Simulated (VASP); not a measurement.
Set up this calculation in VASP 6.6.1, as the native input.

```yaml
Task: single point
Functional: PBEsol
Potentials_or_basis: VASP PAW PBE potentials, release 64 (Al, N)
Cutoff: 520 eV
k_mesh: 9 × 9 × 6
Occupations: gaussian, width 0.05 eV
Spin: no spin polarisation
Dipole_correction: no
Further_INCAR_settings: ALGO = Normal; EDIFF = 1e-06; NBANDS = 16
```

The structure of AlN lies in POSCAR:

```
AlN
1.0
    3.2786997482      0.0000000000      0.0000000000
   -1.6393498741      2.8394372733      0.0000000000
    0.0000000000      0.0000000000      3.7947670886
Al N
2 2
Direct
    0.3333333333      0.6666666667      0.7500000000
    0.6666666667      0.3333333333      0.2500000000
    0.3333333333      0.6666666667      0.2500000000
    0.6666666667      0.3333333333      0.7500000000
```

This cell differs from its parent crystal: volume 8.832 Å^3 an atom, c/a of the conventional cell 1.1574.

The input as run:

INCAR

```
PREC = Accurate ; ENCUT = 520
EDIFF = 1E-6 ; ISMEAR = 0
SIGMA = 0.05 ; LREAL = False
LASPH = True ; NELM = 100
ALGO = Normal ; ISIF = 2
LWAVE = False ; LCHARG = False
GGA = PS ; NBANDS = 16
```

KPOINTS

```
regular mesh
0
Gamma
  9 9 6
```

Potentials or basis: VASP PAW PBE potentials, release 64 (Al, N).

Command:

```sh
$ cat potpaw_PBE.64/Al/POTCAR potpaw_PBE.64/N/POTCAR > POTCAR
$ mpirun -np 1 vasp_std > vasp.out
```

It gave:

```json
{"Pressure": "27.6 GPa", "Band gap on the k mesh": "4.17 eV, direct"}
```

Caveat: the PAW data sets were made with another functional, which shifts forces and pressure a little.

Run time: 25 s on 1 thread of AMD EPYC 7R13 Processor (Zen 3), on a shared host, peak memory 0.12 GiB.
